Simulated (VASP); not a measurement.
# AlCu3 (Pm-3m) in VASP: a series of runs

Runs on AlCu3. Level: PBEsol. Tasks: single point, relaxation of volume and atoms at fixed shape.

Everything below comes from runs of VASP 6.6.1. Logs are shortened: lines on timing, memory, paths and dates and some standing lists are left out, and cuts for length are marked.

## 1. The cell of the first run

Symmetry: Pm-3m, No. 221, cubic system. The conventional cell has a = 3.633 Å, b = 3.633 Å, c = 3.633 Å, α = 90.00°, β = 90.00°, γ = 90.00°. Within 3.4 Å of Al (site symmetry m-3m) lie 12 Cu at 2.57 Å. Within 3.4 Å of Cu (site symmetry 4/mmm) lie 4 Al at 2.57 Å and 8 Cu at 2.57 Å.

## 2. Single point, PBEsol

INCAR reads:

```
PREC = Accurate
ENCUT = 520
EDIFF = 1E-7
ISMEAR = 1
SIGMA = 0.05
LREAL = False
LASPH = True
NELM = 80
ALGO = Normal
ISIF = 2
LWAVE = False
LCHARG = True
GGA = PS
LELF = True
LVHAR = True
NBANDS = 26
```

KPOINTS reads:

```
regular mesh
0
Gamma
  5 5 5
```

POSCAR reads:

```
AlCu3
1.0
    3.6326723997      0.0000000000      0.0000000000
    0.0000000000      3.6326723997      0.0000000000
    0.0000000000      0.0000000000      3.6326723997
Al Cu
1 3
Direct
    0.0000000000      0.0000000000      0.0000000000
    0.5000000000      0.5000000000      0.0000000000
    0.0000000000      0.5000000000      0.5000000000
    0.5000000000      0.0000000000      0.5000000000
```

Potentials or basis: VASP PAW PBE potentials, release 64 (Al, Cu).

Run with:

```console
$ cat potpaw_PBE.64/Al/POTCAR potpaw_PBE.64/Cu/POTCAR > POTCAR
$ mpirun -np 1 vasp_std > vasp.out
```

OUTCAR:

```text
PREC = Accurate
   ENCUT = 520
   EDIFF = 1E-7
   ISMEAR = 1
   LREAL = False
   LASPH = True
   NELM = 80
   ISIF = 2
   GGA = PS

 ion  position               nearest neighbor table
   1  0.000  0.000  0.000-   2 2.57   3 2.57   4 2.57   3 2.57   4 2.57   2 2.57   3 2.57   3 2.57
                             2 2.57   4 2.57   4 2.57   2 2.57
   2  0.500  0.500  0.000-   1 2.57   3 2.57   4 2.57   3 2.57   4 2.57   1 2.57   4 2.57   4 2.57
                             1 2.57   3 2.57   3 2.57   1 2.57
   3  0.000  0.500  0.500-   1 2.57   2 2.57   4 2.57   1 2.57   2 2.57   1 2.57   4 2.57   1 2.57
                             2 2.57   4 2.57   2 2.57   4 2.57
   4  0.500  0.000  0.500-   1 2.57   2 2.57   3 2.57   1 2.57   2 2.57   2 2.57   3 2.57   2 2.57
                             1 2.57   3 2.57   1 2.57   3 2.57

  LATTYP: Found a simple cubic cell.
 ALAT       =     3.6326723997

  Lattice vectors:

 A1 = (   3.6326723997,   0.0000000000,   0.0000000000)
 A2 = (   0.0000000000,   3.6326723997,   0.0000000000)
 A3 = (   0.0000000000,   0.0000000000,   3.6326723997)

Analysis of symmetry for initial positions (statically):
=====================================================================
 Subroutine PRICEL returns:
 Original cell was already a primitive cell.

 Routine SETGRP: Setting up the symmetry group for a
 simple cubic supercell.

 Subroutine GETGRP returns: Found 48 space group operations
 (whereof 48 operations were pure point group operations)
 out of a pool of 48 trial point group operations.

The static configuration has the point symmetry O_h .

Analysis of symmetry for dynamics (positions and initial velocities):
=====================================================================
 Subroutine PRICEL returns:
 Original cell was already a primitive cell.

 Routine SETGRP: Setting up the symmetry group for a
 simple cubic supercell.

 Subroutine GETGRP returns: Found 48 space group operations
 (whereof 48 operations were pure point group operations)
 out of a pool of 48 trial point group operations.

The dynamic configuration has the point symmetry O_h .

 Subroutine INISYM returns: Found 48 space group operations
 (whereof 48 operations are pure point group operations),
 and found     1 'primitive' translations

----------------------------------------------------------------------------------------
[... 81 lines left out ...]
   NELM   =     80;   NELMIN=  2; NELMDL= -5     # of ELM steps
   EDIFF  = 0.1E-06   stopping-criterion for ELM
   LREAL  =      F    real-space projection
   EDIFFG = 0.1E-05   stopping-criterion for IOM
   NSW    =      0    number of steps for IOM
   IBRION =     -1    ionic relax: 0-MD 1-quasi-New 2-CG
   NFREE  =      0    steps in history (QN), initial steepest desc. (CG)
   ISIF   =      2    stress and relaxation
   ISYM   =      2    0-nonsym 1-usesym 2-fastsym
   POTIM  = 0.5000    time-step for ionic-motion
   TEBEG  =    0.0;   TEEND  =   0.0 temperature during run
   PSTRESS=    0.0 pullay stress
   NELECT =      36.0000    total number of electrons
   NUPDOWN=      -1.0000    fix difference up-down
   EMIN   =  10.00;   EMAX   =-10.00  energy-range for DOS
   EFERMI =   0.00;   METHOD = LEGACY
   ISMEAR =     1;   SIGMA  =   0.05  broadening in eV -4-tet -1-fermi 0-gaus
   EFERMI_NEDOS =   21; number of points for ismear=-14 and -15
   IALGO  =     38    algorithm
   IMIX   =      4    mixing-type and parameters
     AMIX     =   0.40;   BMIX     =  1.00
     AMIX_MAG =   1.60;   BMIX_MAG =  1.00
  volume/ion in A,a.u.               =      11.98        80.88
  Fermi-wavevector in a.u.,A,eV,Ry     =   1.488045  2.811998 30.127085  2.214278
  Thomas-Fermi vector in A             =   2.601129
   LORBIT       =      0    0 simple, 1 ext, 2 COOP (PROOUT), +10 PAW based schemes
   GGA     = PS    functional components
   LHFCALC =     F    Hartree Fock is set to
   AEXX    =    0.0000 exact exchange contribution
   IVDW    =     0    specifies the selected vdW correction
   LEPSILON=     F    determine dielectric tensor
   LRPA    =     F    only Hartree local field effects (RPA)
 non-spin polarized calculation
 Methfessel and Paxton  Order N= 1 SIGMA  =   0.05
  energy-cutoff  :      520.00
  volume of cell :       47.94
 maximum number of plane-waves:      1309
 NGX is ok and might be reduce to    28
   NGX = 13   NGY = 13   NGZ = 13

 number of electron      35.9999978 magnetization

 Free energy of the ion-electron system (eV)
  ---------------------------------------------------
  ext. energy  EPLUGINS =         0.00000000
  ---------------------------------------------------
  free energy    TOTEN  =       -17.73771339 eV

  energy without entropy =      -17.73557778  energy(sigma->0) =      -17.73700152

 E-fermi :   8.8965     XC(G=0): -12.4986

 val. band max:        8.3914984891   @ k =   0.4000   0.4000   0.0000
 cond. band min:       8.9091377688   @ k =   0.4000   0.2000   0.0000
 fundamental gap:      0.5176392797
 Fermi energy:         8.8964825439

 k-point     1 :       0.0000    0.0000    0.0000
  band No.  band energies     occupation
      1      -2.1003      2.00000
      2       3.1912      2.00000
      3       3.7544      2.00000
      4       3.7544      2.00000
      5       4.0295      2.00000
      6       4.0295      2.00000
[... 279 lines left out ...]
     25      22.8566      0.00000
     26      24.1060      0.00000

------------------------ aborting loop because EDIFF is reached ----------------------------------------

  FORCE on cell =-STRESS in cart. coord.  units (eV):
  Direction    XX          YY          ZZ          XY          YZ          ZX
  --------------------------------------------------------------------------------------
  -------------------------------------------------------------------------------------
  Total        0.1686839      0.1686839      0.1686839     -0.0000000      0.0000000      0.0000000
  in kB        5.6377468      5.6377468      5.6377468     -0.0000000      0.0000000      0.0000000
  external PRESSURE =       5.6377468 kB  Pullay stress =       0.0000000 kB

 VOLUME and BASIS-vectors are now :
 -----------------------------------------------------------------------------
  energy-cutoff  :      520.00
  volume of cell :       47.94
      direct lattice vectors                 reciprocal lattice vectors
     3.632672400  0.000000000  0.000000000     0.275279433  0.000000000  0.000000000
     0.000000000  3.632672400  0.000000000     0.000000000  0.275279433  0.000000000
     0.000000000  0.000000000  3.632672400     0.000000000  0.000000000  0.275279433

 POSITION                                       TOTAL-FORCE (eV/Angst)
 -----------------------------------------------------------------------------------
      0.00000      0.00000      0.00000         0.000000      0.000000      0.000000
      1.81634      1.81634      0.00000         0.000000      0.000000      0.000000
      0.00000      1.81634      1.81634         0.000000      0.000000      0.000000
      1.81634      0.00000      1.81634         0.000000      0.000000      0.000000
 -----------------------------------------------------------------------------------
    total drift:                                0.000000      0.000000      0.000000

  FREE ENERGIE OF THE ION-ELECTRON SYSTEM (eV)
  ---------------------------------------------------
  free  energy   TOTEN  =       -17.7377133899 eV

  energy  without entropy=      -17.7355777792  energy(sigma->0) =      -17.73700152
```

OSZICAR:

```text
N       E                     dE             d eps       ncg     rms          rms(c)
DAV:   1     0.242903764131E+03    0.24290E+03   -0.15777E+04   544   0.216E+03
DAV:   2    -0.417257611124E+01   -0.24708E+03   -0.23662E+03   520   0.346E+02
DAV:   3    -0.221255737859E+02   -0.17953E+02   -0.17053E+02   586   0.130E+02
DAV:   4    -0.225651633013E+02   -0.43959E+00   -0.43848E+00   796   0.239E+01
DAV:   5    -0.225723793882E+02   -0.72161E-02   -0.72151E-02   806   0.246E+00    0.184E+01
DAV:   6    -0.213791747747E+02    0.11932E+01   -0.47807E+01   602   0.172E+02    0.122E+01
DAV:   7    -0.177885233451E+02    0.35907E+01   -0.11965E+01   630   0.800E+01    0.929E-01
DAV:   8    -0.177685291838E+02    0.19994E-01   -0.50262E-01   752   0.109E+01    0.129E+00
DAV:   9    -0.177377059901E+02    0.30823E-01   -0.60660E-02   668   0.557E+00    0.708E-02
DAV:  10    -0.177378218723E+02   -0.11588E-03   -0.25682E-03   742   0.777E-01    0.807E-02
DAV:  11    -0.177377146879E+02    0.10718E-03   -0.42730E-04   658   0.463E-01    0.135E-02
DAV:  12    -0.177377137102E+02    0.97762E-06   -0.36734E-05   750   0.948E-02    0.464E-03
DAV:  13    -0.177377137455E+02   -0.35217E-07   -0.19053E-06   726   0.133E-02    0.283E-03
DAV:  14    -0.177377133543E+02    0.39121E-06   -0.58337E-07   606   0.183E-02    0.133E-03
DAV:  15    -0.177377133899E+02   -0.35619E-07   -0.76761E-08   304   0.696E-03
   1 F= -.17737713E+02 E0= -.17737002E+02  d E =-.213561E-02
```

It took 9 s on 1 thread of AMD EPYC 9R45 (Zen 5), shared host; peak memory 0.12 GiB.

What came out:

```
Free energy            : -17.7377 eV
Pressure               : 0.6 GPa
Band gap on the k mesh : zero (band 18 reaches 11.26 eV, above the bottom of band 19 at 7.04 eV)
```

Caveat: the PAW data sets were made with another functional, which shifts forces and pressure a little.

## 3. Relaxation of volume and atoms at fixed shape, PBEsol

This run uses another cell than the first one, of 12.03 Å³/atom, 1.004 times its volume.

INCAR reads:

```
SYSTEM = AlCu3
PREC     = Accurate       ! precision mode
ENCUT    = 600            ! plane-wave cutoff, eV
EDIFF    = 1E-6           ! SCF threshold, eV
ISMEAR   = 1              ! smearing method
SIGMA    = 0.05           ! smearing width, eV
LREAL    = .FALSE.        ! projectors in reciprocal space
LASPH    = .TRUE.         ! aspherical terms in the spheres
NELM     = 100            ! most SCF steps
ALGO     = Normal         ! electronic algorithm
ISIF     = 8              ! what is computed and relaxed
LWAVE    = .FALSE.        ! write WAVECAR
LCHARG   = .FALSE.        ! write CHGCAR
GGA      = PS             ! functional
IBRION   = 2              ! ionic algorithm
NSW      = 60             ! ionic steps
EDIFFG   = -0.01          ! ionic threshold
```

KPOINTS reads:

```
Automatic mesh
0
G
  5 5 5
  0 0 0
```

POSCAR reads:

```
AlCu3
1.0
    3.6373800000      0.0000000000      0.0000000000
    0.0000000000      3.6373800000      0.0000000000
    0.0000000000      0.0000000000      3.6373800000
Al Cu
1 3
Direct
    0.0000000000      0.0000000000      0.0000000000
    0.5000000000      0.5000000000      0.0000000000
    0.0000000000      0.5000000000      0.5000000000
    0.5000000000      0.0000000000      0.5000000000
```

Potentials or basis: VASP PAW PBE potentials, release 64 (Al, Cu).

Run with:

```console
$ cat potpaw_PBE.64/Al/POTCAR potpaw_PBE.64/Cu/POTCAR > POTCAR
$ mpirun -np 1 vasp_std > vasp.out
```

Wall time 8.4 s (1 thread of AMD EPYC 9R45 (Zen 5), shared host); peak memory 0.14 GiB.

The run converged. Its results:

```
Free energy             : -17.7385 eV
Pressure after relaxing : 0.0 GPa
Band gap on the k mesh  : zero (band 18 reaches 11.21 eV, above the bottom of band 19 at 7.00 eV)
```

Final structure:
```
CELL_PARAMETERS angstrom
3.63738 0.00000 0.00000
0.00000 3.63738 0.00000
0.00000 0.00000 3.63738
ATOMIC_POSITIONS crystal
Al 0.00000 0.00000 0.00000
Cu 0.50000 0.50000 0.00000
Cu 0.00000 0.50000 0.50000
Cu 0.50000 0.00000 0.50000
```

Levels at points of the mesh, in eV from the Fermi level:
| k point | band 15 | band 16 | band 17 | band 18 | band 19 | band 20 | band 21 | band 22 |
| --- | --- | --- | --- | --- | --- | --- | --- | --- |
| (0.00, 0.00, 0.00) | -2.34 | -2.34 | -0.57 | -0.57 | -0.57 | 4.11 | 4.11 | 4.82 |

Caveat: the relaxation stopped at its first step, so nothing moved; the PAW data sets were made with another functional, which shifts forces and pressure a little.
